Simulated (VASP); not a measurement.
Write the native input for VASP 6.6.1 that does the following.

```yaml
Task: single point
Functional: PBE
Potentials_or_basis: VASP PAW PBE potentials, release 64 (Cd, Se)
Cutoff: 520 eV
k_mesh: 10 × 10 × 10
Occupations: gaussian, width 0.02 eV
Spin: no spin polarisation
Dipole_correction: no
Further_INCAR_settings: ALGO = Normal; EDIFF = 1e-06; NBANDS = 16
```

The structure of CdSe lies in POSCAR:

```
CdSe
1.0
    0.0000000000      3.1591832838      3.1591832838
    3.1591832838      0.0000000000      3.1591832838
    3.1591832838      3.1591832838      0.0000000000
Cd Se
1 1
Direct
    0.0000000000      0.0000000000      0.0000000000
    0.2500000000      0.2500000000      0.2500000000
```

This cell differs from its parent crystal: volume scaled by 1.06.

One way to write it, as run:

INCAR

```
  PREC = Accurate
  ENCUT = 520
  EDIFF = 1E-6
  ISMEAR = 0
  SIGMA = 0.02
  LREAL = False
  LASPH = True
  NELM = 80
  ALGO = Normal
  ISIF = 2
  LWAVE = False
  LCHARG = False
  GGA = PE
  NBANDS = 16
```

KPOINTS

```
regular mesh
0
Gamma
  10 10 10
```

Potentials or basis: VASP PAW PBE potentials, release 64 (Cd, Se).

Command:

```console
$ cat potpaw_PBE.64/Cd/POTCAR potpaw_PBE.64/Se/POTCAR > POTCAR
$ mpirun -np 1 vasp_std > vasp.out
```

It gave:

| Property | Result |
| --- | --- |
| Pressure | -2.1 GPa |
| Band gap on the k mesh | 0.37 eV, direct |

Run time: 95 s on 1 thread of AMD EPYC 7R13, with other jobs on the host, peak memory 0.2 GiB.
